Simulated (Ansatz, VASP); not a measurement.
**CuAu3 in VASP and in Ansatz**

```xyz
4
Lattice="4.0116 0.0000 0.0000 0.0000 4.0116 0.0000 0.0000 0.0000 4.0116" Properties=species:S:1:pos:R:3 pbc="T T T"
Cu    0.0000    0.0000    0.0000
Au    0.0000    2.0058    2.0058
Au    2.0058    0.0000    2.0058
Au    2.0058    2.0058    0.0000
```

Alike in both runs: functional r2SCAN; k mesh 8 × 8 × 8; occupations fermi-dirac, width 0.1 eV; no spin polarisation.

Ansatz relaxed the structure, and its values are those at the end. VASP's run is a single point on that final structure, the one shown.

|  | VASP | Ansatz |
| --- | --- | --- |
| version | VASP 6.6.1 | Ansatz 0.2.0 |
| potentials or method | VASP PAW PBE potentials, release 64 (Cu, Au), cutoff 520 eV | PAW plane waves |
| valence electrons in the cell | 44 | 76 |

|  | VASP | Ansatz | Ansatz less VASP |
| --- | --- | --- | --- |
| pressure (GPa) | 0.3 | 0.0 | -0.34 |

VASP's potentials were made for PBE, not for r2SCAN. The functional is the same, so the differences come from potentials, cutoffs and numerics. VASP's potentials hold 44 valence electrons a cell and Ansatz's 76, so a difference there can come from the potentials and not from the codes. Ansatz's warnings: stress scf threshold loose.

Neither program's run includes spin-orbit coupling.
